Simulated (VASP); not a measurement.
# C (P6_3/mmc) in VASP: a series of runs

The runs below take C through single point, with PBEsol, revPBE+D4, PBE+D4.

The COD entry that gives the cell may itself be a prediction, so a difference from it is no test against experiment.

Everything below comes from runs of VASP 6.6.1. Logs are shortened: lines on timing, memory, paths and dates and some standing lists are left out, and cuts for length are marked.

### 1 The cell of the first run

Symmetry: P6_3/mmc, No. 194, hexagonal system. The conventional cell has a = 2.572 Å, b = 2.572 Å, c = 8.399 Å, α = 90.00°, β = 90.00°, γ = 120.00°. Within 2.1 Å of C (site symmetry 3m) lie 4 C at 1.57 Å. Within 2.1 Å of C (site symmetry 3m) lie 4 C at 1.57 Å.

### 2 Single point, PBEsol (volume scaled by 1.06)

The input, INCAR:

```
ALGO = Normal
EDIFF = 1E-7
ENCUT = 520
GGA = PS
ISIF = 2
ISMEAR = -1
LASPH = True
LCHARG = False
LREAL = False
LWAVE = False
NBANDS = 26
NELM = 80
PREC = Accurate
SIGMA = 0.05
```

The input, KPOINTS:

```
k-points
0
Gamma
  12 12 4
```

The input, POSCAR:

```
C
1.0
    2.5715654994      0.0000000000      0.0000000000
   -1.2857827497      2.2270410500      0.0000000000
    0.0000000000      0.0000000000      8.3986527796
C
8
Direct
    0.6666666667      0.3333333333      0.8437500000
    0.3333333333      0.6666666667      0.3437500000
    0.6666666667      0.3333333333      0.6562500000
    0.3333333333      0.6666666667      0.1562500000
    0.0000000000      0.0000000000      0.9062500000
    0.0000000000      0.0000000000      0.4062500000
    0.0000000000      0.0000000000      0.5937500000
    0.0000000000      0.0000000000      0.0937500000
```

Potentials or basis: VASP PAW PBE potentials, release 64 (C).

Started as:

```sh
cat potpaw_PBE.64/C/POTCAR > POTCAR
mpirun -np 1 vasp_std > vasp.out
```

OUTCAR:

```text
EDIFF = 1E-7
   ENCUT = 520
   GGA = PS
   ISIF = 2
   ISMEAR = -1
   LASPH = True
   LREAL = False
   NELM = 80
   PREC = Accurate

 ion  position               nearest neighbor table
   1  0.667  0.333  0.844-   3 1.57   5 1.57   5 1.57   5 1.57
   2  0.333  0.667  0.344-   4 1.57   6 1.57   6 1.57   6 1.57
   3  0.667  0.333  0.656-   1 1.57   7 1.57   7 1.57   7 1.57
   4  0.333  0.667  0.156-   2 1.57   8 1.57   8 1.57   8 1.57
   5  0.000  0.000  0.906-   8 1.57   1 1.57   1 1.57   1 1.57
   6  0.000  0.000  0.406-   7 1.57   2 1.57   2 1.57   2 1.57
   7  0.000  0.000  0.594-   6 1.57   3 1.57   3 1.57   3 1.57
   8  0.000  0.000  0.094-   5 1.57   4 1.57   4 1.57   4 1.57

  LATTYP: Found a hexagonal cell.
 ALAT       =     2.5715654994
 C/A-ratio  =     3.2659688355

  Lattice vectors:

 A1 = (   2.5715654994,   0.0000000000,   0.0000000000)
 A2 = (  -1.2857827497,   2.2270410500,   0.0000000000)
 A3 = (   0.0000000000,   0.0000000000,   8.3986527796)

Analysis of symmetry for initial positions (statically):
=====================================================================
 Subroutine PRICEL returns:
 Original cell was already a primitive cell.

 Routine SETGRP: Setting up the symmetry group for a
 hexagonal supercell.

 Subroutine GETGRP returns: Found 24 space group operations
 (whereof 12 operations were pure point group operations)
 out of a pool of 24 trial point group operations.

The static configuration has the point symmetry D_3d.
 The point group associated with its full space group is D_6h.

Analysis of symmetry for dynamics (positions and initial velocities):
=====================================================================
 Subroutine PRICEL returns:
 Original cell was already a primitive cell.

 Routine SETGRP: Setting up the symmetry group for a
 hexagonal supercell.

 Subroutine GETGRP returns: Found 24 space group operations
 (whereof 12 operations were pure point group operations)
 out of a pool of 24 trial point group operations.

The dynamic configuration has the point symmetry D_3d.
 The point group associated with its full space group is D_6h.

 Subroutine INISYM returns: Found 24 space group operations
 (whereof 12 operations are pure point group operations),
 and found     1 'primitive' translations

----------------------------------------------------------------------------------------

                                     Primitive cell

  volume of cell :      48.0989

  direct lattice vectors                    reciprocal lattice vectors
     2.571565499  0.000000000  0.000000000     0.388868182  0.224513149  0.000000000
    -1.285782750  2.227041050  0.000000000     0.000000000  0.449026299  0.000000000
     0.000000000  0.000000000  8.398652780     0.000000000  0.000000000  0.119066715

  length of vectors
     2.571565499  2.571565499  8.398652780     0.449026299  0.449026299  0.119066715

  position of ions in fractional coordinates (direct lattice)
     0.666666667  0.333333333  0.843750000
     0.333333333  0.666666667  0.343750000
     0.666666667  0.333333333  0.656250000
     0.333333333  0.666666667  0.156250000
     0.000000000  0.000000000  0.906250000
     0.000000000  0.000000000  0.406250000
     0.000000000  0.000000000  0.593750000
     0.000000000  0.000000000  0.093750000

  ion indices of the primitive-cell ions
   primitive index   ion index
                 1           1
                 2           2
                 3           3
                 4           4
                 5           5
                 6           6
                 7           7
                 8           8

----------------------------------------------------------------------------------------

 KPOINTS: k-points

Automatic generation of k-mesh.
 Grid dimensions read from file:
 generate k-points for:   12   12    4

 Generating k-lattice:

  Cartesian coordinates                     Fractional coordinates (reciprocal lattice)
     0.032405682  0.018709429  0.000000000     0.083333333  0.000000000  0.000000000
     0.000000000  0.037418858  0.000000000     0.000000000  0.083333333  0.000000000
     0.000000000  0.000000000  0.029766679     0.000000000  0.000000000  0.250000000

  Length of vectors
     0.037418858  0.037418858  0.029766679

  Shift w.r.t. Gamma in fractional coordinates (k-lattice)
     0.000000000  0.000000000  0.000000000

 Subroutine IBZKPT returns following result:
 ===========================================

 Found     57 irreducible k-points:

 Following reciprocal coordinates:
            Coordinates               Weight
  0.000000  0.000000  0.000000      1.000000
  0.083333 -0.000000  0.000000      6.000000
  0.166667  0.000000  0.000000      6.000000
  0.250000  0.000000  0.000000      6.000000
  0.333333 -0.000000  0.000000      6.000000
  0.416667  0.000000  0.000000      6.000000
[... 16 lines left out ...]
  0.250000  0.000000  0.250000     12.000000
  0.333333 -0.000000  0.250000     12.000000
 [... further k-points ...]
   k-points           NKPTS =     57   k-points in BZ     NKDIM =     57   number of bands    NBANDS=     26
   number of dos      NEDOS =    301   number of ions     NIONS =      8
   total plane-waves  NPLWV =  25600
   dimension x,y,z NGX =    20 NGY =   20 NGZ =   64
   dimension x,y,z NGXF=    40 NGYF=   40 NGZF=  128
   ions per type =               8
   NGX,Y,Z   is equivalent  to a cutoff of  12.93, 12.93, 12.67 a.u.
   NGXF,Y,Z  is equivalent  to a cutoff of  25.86, 25.86, 25.34 a.u.
 SYSTEM =  unknown system
   PREC   = accura    normal or accurate (medium, high low for compatibility)
   ISTART =      0    job   : 0-new  1-cont  2-samecut
   ICHARG =      2    charge: 1-file 2-atom 10-const
   ISPIN  =      1    spin polarized calculation?
   LNONCOLLINEAR =      F non collinear calculations
   LSORBIT =      F    spin-orbit coupling
   LASPH  =      T    aspherical Exc in radial PAW
   ENCUT  =  520.0 eV  38.22 Ry    6.18 a.u.   4.78  4.78 15.62*2*pi/ulx,y,z
   NELM   =     80;   NELMIN=  2; NELMDL= -5     # of ELM steps
   EDIFF  = 0.1E-06   stopping-criterion for ELM
   LREAL  =      F    real-space projection
   EDIFFG = 0.1E-05   stopping-criterion for IOM
   NSW    =      0    number of steps for IOM
   IBRION =     -1    ionic relax: 0-MD 1-quasi-New 2-CG
   NFREE  =      0    steps in history (QN), initial steepest desc. (CG)
   ISIF   =      2    stress and relaxation
   ISYM   =      2    0-nonsym 1-usesym 2-fastsym
   POTIM  = 0.5000    time-step for ionic-motion
   TEBEG  =    0.0;   TEEND  =   0.0 temperature during run
   PSTRESS=    0.0 pullay stress
   NELECT =      32.0000    total number of electrons
   NUPDOWN=      -1.0000    fix difference up-down
   EMIN   =  10.00;   EMAX   =-10.00  energy-range for DOS
   EFERMI =   0.00;   METHOD = LEGACY
   ISMEAR =    -1;   SIGMA  =   0.05  broadening in eV -4-tet -1-fermi 0-gaus
   EFERMI_NEDOS =   21; number of points for ismear=-14 and -15
   IALGO  =     38    algorithm
   IMIX   =      4    mixing-type and parameters
     AMIX     =   0.40;   BMIX     =  1.00
     AMIX_MAG =   1.60;   BMIX_MAG =  1.00
  volume/ion in A,a.u.               =       6.01        40.57
  Fermi-wavevector in a.u.,A,eV,Ry     =   1.429156  2.700713 27.789726  2.042487
  Thomas-Fermi vector in A             =   2.549140
   LORBIT       =      0    0 simple, 1 ext, 2 COOP (PROOUT), +10 PAW based schemes
   GGA     = PS    functional components
   LHFCALC =     F    Hartree Fock is set to
   AEXX    =    0.0000 exact exchange contribution
   IVDW    =     0    specifies the selected vdW correction
   LEPSILON=     F    determine dielectric tensor
   LRPA    =     F    only Hartree local field effects (RPA)
 non-spin polarized calculation
  energy-cutoff  :      520.00
  volume of cell :       48.10
 maximum number of plane-waves:      1320
 NGX is ok and might be reduce to    20
   NGX =  9   NGY =  9   NGZ = 31

 number of electron      31.9999996 magnetization

 Free energy of the ion-electron system (eV)
  ---------------------------------------------------
  ext. energy  EPLUGINS =         0.00000000
  ---------------------------------------------------
  free energy    TOTEN  =       -76.65273637 eV

  energy without entropy =      -76.65273637  energy(sigma->0) =      -76.65273637

 E-fermi :   9.9430     XC(G=0): -13.1439

 val. band max:        9.0127478290   @ k =   0.0000   0.0000   0.0000
 cond. band min:      13.1463207155   @ k =   0.4167   0.0000   0.0000
 fundamental gap:      4.1335728865
 Fermi energy:         9.9429725037

 k-point     1 :       0.0000    0.0000    0.0000
  band No.  band energies     occupation
      1     -11.8823      2.00000
      2     -10.2508      2.00000
      3     -10.2030      2.00000
      4      -6.3455      2.00000
      5      -3.9682      2.00000
      6       2.5207      2.00000
[... 18 lines left out ...]
     25      16.6267      0.00000
     26      16.6852      0.00000

 k-point     2 :       0.0833   -0.0000    0.0000
  band No.  band energies     occupation
      1     -11.7180      2.00000
      2     -10.0897      2.00000
      3     -10.0412      2.00000
      4      -6.1982      2.00000
      5      -3.8194      2.00000
      6       2.5953      2.00000
[... 18 lines left out ...]
     25      17.1074      0.00000
     26      17.1919      0.00000

 k-point     3 :       0.1667    0.0000    0.0000
  band No.  band energies     occupation
      1     -11.2269      2.00000
      2      -9.6092      2.00000
      3      -9.5578      2.00000
      4      -5.7581      2.00000
      5      -3.3869      2.00000
      6       2.7130      2.00000
[... 572 lines left out ...]
 k-point    23 :       0.2500    0.0000    0.2500
  band No.  band energies     occupation
      1     -10.3131      2.00000
      2      -9.4959      2.00000
      3      -7.8981      2.00000
      4      -5.7269      2.00000
      5      -1.9220      2.00000
      6       0.8841      2.00000
[... 18 lines left out ...]
     25      18.7779      0.00000
     26      20.0891      0.00000

 k-point    24 :       0.3333   -0.0000    0.2500
  band No.  band energies     occupation
      1      -9.2005      2.00000
      2      -8.3982      2.00000
      3      -6.8366      2.00000
      4      -4.7361      2.00000
      5      -1.8786      2.00000
      6      -0.8610      2.00000
[... 18 lines left out ...]
     25      18.9997      0.00000
     26      20.6731      0.00000

 [... further k-points ...]
[... 5 lines left out ...]
  --------------------------------------------------------------------------------------
  -------------------------------------------------------------------------------------
  Total       -8.9459530     -8.9459530     -5.7458332      0.0000000      0.0000000      0.0000000
  in kB     -297.9900432   -297.9900433   -191.3939289      0.0000000      0.0000000      0.0000000
  external PRESSURE =    -262.4580051 kB  Pullay stress =       0.0000000 kB

 VOLUME and BASIS-vectors are now :
 -----------------------------------------------------------------------------
  energy-cutoff  :      520.00
  volume of cell :       48.10
      direct lattice vectors                 reciprocal lattice vectors
     2.571565499  0.000000000  0.000000000     0.388868182  0.224513149  0.000000000
    -1.285782750  2.227041050  0.000000000     0.000000000  0.449026299  0.000000000
     0.000000000  0.000000000  8.398652780     0.000000000  0.000000000  0.119066715

 POSITION                                       TOTAL-FORCE (eV/Angst)
 -----------------------------------------------------------------------------------
      1.28578      0.74235      7.08636         0.000000     -0.000000      0.296520
     -0.00000      1.48469      2.88704        -0.000000      0.000000      0.296520
      1.28578      0.74235      5.51162         0.000000     -0.000000     -0.296520
     -0.00000      1.48469      1.31229        -0.000000      0.000000     -0.296520
      0.00000      0.00000      7.61128         0.000000     -0.000000      0.294150
      0.00000      0.00000      3.41195         0.000000     -0.000000      0.294150
      0.00000      0.00000      4.98670        -0.000000      0.000000     -0.294150
      0.00000      0.00000      0.78737         0.000000      0.000000     -0.294150
 -----------------------------------------------------------------------------------
    total drift:                               -0.000000      0.000000      0.000000

  FREE ENERGIE OF THE ION-ELECTRON SYSTEM (eV)
  ---------------------------------------------------
  free  energy   TOTEN  =       -76.6527363678 eV

  energy  without entropy=      -76.6527363678  energy(sigma->0) =      -76.65273637
```

Run time: 32 s. Hardware: 1 thread of Intel Xeon 6975P-C (Granite Rapids), shared host; peak memory 0.18 GiB.

Results:

| Quantity | Value |
| --- | --- |
| Free energy | -76.6527 eV |
| Pressure | -26.2 GPa |
| Largest force | 0.297 eV/Å |
| Band gap on the k mesh | 4.13 eV, indirect (least direct gap 5.00 eV) |

Forces on the atoms (eV/Å):
```
C    0.000  0.000  0.297
C    0.000  0.000  0.297
C    0.000  0.000 -0.297
C    0.000  0.000 -0.297
C    0.000  0.000  0.294
C    0.000  0.000  0.294
C    0.000  0.000 -0.294
C    0.000  0.000 -0.294
```

Stress tensor (GPa, compression positive):
```
-29.80   0.00   0.00
  0.00 -29.80   0.00
  0.00   0.00 -19.14
```

Caveat: the cell differs from its parent crystal (volume scaled by 1.06); the PAW data sets were made with another functional, which shifts forces and pressure a little.

### 3 Single point, revPBE+D4

This run uses another cell than the first one, of 5.33 Å³/atom, 0.887 times its volume.

The input, INCAR:

```
PREC = Accurate ; ENCUT = 520
EDIFF = 1E-6 ; ISMEAR = -1
SIGMA = 0.05 ; LREAL = F
LASPH = T ; NELM = 80
ALGO = Normal ; ISIF = 2
LWAVE = F ; LCHARG = F
GGA = RE ; IVDW = 13
NBANDS = 26
```

The input, KPOINTS:

```
Automatic mesh
0
Gamma
  12 12 4
```

POSCAR: that of step 2 with these lines changed.

```diff
@@ -2,5 +2,5 @@
 1.0
-    2.5715654994      0.0000000000      0.0000000000
-   -1.2857827497      2.2270410500      0.0000000000
-    0.0000000000      0.0000000000      8.3986527796
+    2.4706141248      0.0000000000      0.0000000000
+   -1.2353070624      2.1396145950      0.0000000000
+    0.0000000000      0.0000000000      8.0689487361
 C
```

Potentials or basis: VASP PAW PBE potentials, release 64 (C).

Started as:

```sh
cat potpaw_PBE.64/C/POTCAR > POTCAR
mpirun -np 1 vasp_std > vasp.out
```

It took 25 s on 1 thread of Intel Xeon 6975P-C (Granite Rapids), shared host; peak memory 0.17 GiB.

It converged, with:

* Free energy: -73.2492 eV
* Pressure: 24.4 GPa
* Largest force: 0.368 eV/Å
* Band gap on the k mesh: 4.55 eV, indirect (least direct gap 5.31 eV)
* Dispersion energy per atom: -0.528 eV

Forces on the atoms (eV/Å):
```
C    0.000  0.000  0.356
C    0.000  0.000  0.356
C    0.000  0.000 -0.356
C    0.000  0.000 -0.356
C    0.000  0.000  0.368
C    0.000  0.000  0.368
C    0.000  0.000 -0.368
C    0.000  0.000 -0.368
```

Stress tensor (GPa, compression positive):
```
19.54  0.00  0.00
 0.00 19.54  0.00
 0.00  0.00 34.03
```

Levels at points of the mesh, in eV from the valence-band top:
```csv
k point,band 12,band 13,band 14,band 15,band 16,band 17,band 18,band 19,band 20,band 21
"(0.00, 0.00, 0.00)",-1.85,-1.85,-0.24,0.00,0.00,5.31,5.31,5.88,7.21,7.21
"(0.50, 0.00, 0.00)",-5.35,-5.33,-4.81,-3.94,-3.11,4.58,5.82,6.01,6.17,7.31
"(0.00, 0.00, 0.50)",-2.69,-0.73,-0.73,-0.73,-0.73,6.15,6.15,6.15,6.15,7.02
"(0.50, 0.00, 0.50)",-6.46,-5.01,-5.01,-3.90,-3.90,4.95,4.95,7.30,7.30,7.84
```

Caveat: the PAW data sets were made with another functional, which shifts forces and pressure a little. A k mesh can miss the band edges.

### 4 Single point, revPBE+D4

This run uses another cell than the first one, of 5.45 Å³/atom, 0.906 times its volume.

The input, INCAR:

```
PREC = Accurate ; ENCUT = 520
EDIFF = 1E-7 ; ISMEAR = -1
SIGMA = 0.05 ; LREAL = F
LASPH = T ; NELM = 100
ALGO = Normal ; ISIF = 2
LWAVE = F ; LCHARG = F
GGA = RE ; IVDW = 13
NBANDS = 26
```

KPOINTS is that of step 3.

POSCAR: that of step 3 with these lines changed.

```diff
@@ -2,5 +2,5 @@
 1.0
-    2.4706141248      0.0000000000      0.0000000000
-   -1.2353070624      2.1396145950      0.0000000000
-    0.0000000000      0.0000000000      8.0689487361
+    2.4880133891      0.0000000000      0.0000000000
+   -1.2440066945      2.1546827999      0.0000000000
+    0.0000000000      0.0000000000      8.1257741910
 C
```

Started as:

```sh
cat potpaw_PBE.64/C/POTCAR > POTCAR
mpirun -np 1 vasp_std > vasp.out
```

Wall time 29 s (1 thread of Intel Xeon 6975P-C (Granite Rapids), shared host); peak memory 0.17 GiB.

Results (log left out):

| Item | Value |
| --- | --- |
| Free energy | -73.3575 eV |
| Pressure | 13.5 GPa |
| Largest force | 0.354 eV/Å |
| Band gap on the k mesh | 4.50 eV, indirect (least direct gap 5.27 eV) |
| Dispersion energy per atom | -0.518 eV |

Forces on the atoms (eV/Å):
```
C    0.000  0.000  0.344
C    0.000  0.000  0.344
C    0.000  0.000 -0.344
C    0.000  0.000 -0.344
C    0.000  0.000  0.354
C    0.000  0.000  0.354
C    0.000  0.000 -0.354
C    0.000  0.000 -0.354
```

Stress tensor (GPa, compression positive):
```
 8.90  0.00  0.00
 0.00  8.90  0.00
 0.00  0.00 22.63
```

Levels at points of the mesh, in eV from the valence-band top:
| k point | band 12 | band 13 | band 14 | band 15 | band 16 | band 17 | band 18 | band 19 | band 20 | band 21 |
| --- | --- | --- | --- | --- | --- | --- | --- | --- | --- | --- |
| (0.00, 0.00, 0.00) | -1.82 | -1.82 | -0.24 | 0.00 | 0.00 | 5.27 | 5.27 | 5.83 | 7.14 | 7.14 |
| (0.50, 0.00, 0.00) | -5.25 | -5.22 | -4.72 | -3.86 | -3.05 | 4.54 | 5.75 | 5.95 | 6.11 | 7.19 |
| (0.00, 0.00, 0.50) | -2.64 | -0.71 | -0.71 | -0.71 | -0.71 | 6.09 | 6.09 | 6.09 | 6.09 | 6.92 |
| (0.50, 0.00, 0.50) | -6.32 | -4.91 | -4.91 | -3.82 | -3.82 | 4.90 | 4.90 | 7.24 | 7.24 | 7.75 |

Caveat: the PAW data sets were made with another functional, which shifts forces and pressure a little. As with any semilocal functional, this revPBE gap is likely too small.

### 5 Single point, revPBE+D4

This run uses another cell than the first one, of 5.56 Å³/atom, 0.925 times its volume.

The input, INCAR:

```
SYSTEM = C
ALGO = Normal ; EDIFF = 1E-6
ENCUT = 520 ; GGA = RE
ISIF = 2 ; ISMEAR = -1
IVDW = 13 ; LASPH = .TRUE.
LCHARG = .FALSE. ; LREAL = .FALSE.
LWAVE = .FALSE. ; NBANDS = 26
NELM = 80 ; PREC = Accurate
SIGMA = 0.05
```

The input, KPOINTS:

```
k-points
0
G
  12 12 4
  0 0 0
```

POSCAR: that of step 4 with these lines changed.

```diff
@@ -2,5 +2,5 @@
 1.0
-    2.4880133891      0.0000000000      0.0000000000
-   -1.2440066945      2.1546827999      0.0000000000
-    0.0000000000      0.0000000000      8.1257741910
+    2.5051726443      0.0000000000      0.0000000000
+   -1.2525863222      2.1695431509      0.0000000000
+    0.0000000000      0.0000000000      8.1818157839
 C
```

Started as:

```sh
cat potpaw_PBE.64/C/POTCAR > POTCAR
mpirun -np 1 vasp_std > vasp.out
```

Run time: 27 s. Hardware: 1 thread of Intel Xeon 6975P-C (Granite Rapids), shared host; peak memory 0.18 GiB.

It converged, with:

| Item | Value |
| --- | --- |
| Free energy | -73.4068 eV |
| Pressure | 3.6 GPa |
| Largest force | 0.341 eV/Å |
| Band gap on the k mesh | 4.45 eV, indirect (least direct gap 5.23 eV) |
| Dispersion energy per atom | -0.508 eV |

Forces on the atoms (eV/Å):
```
C    0.000  0.000  0.332
C    0.000  0.000  0.332
C    0.000  0.000 -0.332
C    0.000  0.000 -0.332
C    0.000  0.000  0.341
C    0.000  0.000  0.341
C    0.000  0.000 -0.341
C    0.000  0.000 -0.341
```

Stress tensor (GPa, compression positive):
```
-0.77  0.00  0.00
 0.00 -0.77  0.00
 0.00  0.00 12.24
```

Levels at points of the mesh, in eV from the valence-band top:
| k point | band 14 | band 15 | band 16 | band 17 | band 18 | band 19 |
| --- | --- | --- | --- | --- | --- | --- |
| (0.00, 0.00, 0.00) | -0.23 | 0.00 | 0.00 | 5.23 | 5.23 | 5.77 |
| (0.50, 0.00, 0.00) | -4.64 | -3.79 | -3.00 | 4.49 | 5.67 | 5.90 |
| (0.00, 0.00, 0.50) | -0.69 | -0.69 | -0.69 | 6.03 | 6.03 | 6.03 |
| (0.50, 0.00, 0.50) | -4.82 | -3.74 | -3.74 | 4.86 | 4.86 | 7.18 |

Caveat: the PAW data sets were made with another functional, which shifts forces and pressure a little.

(Continued in part 2 of 2.)
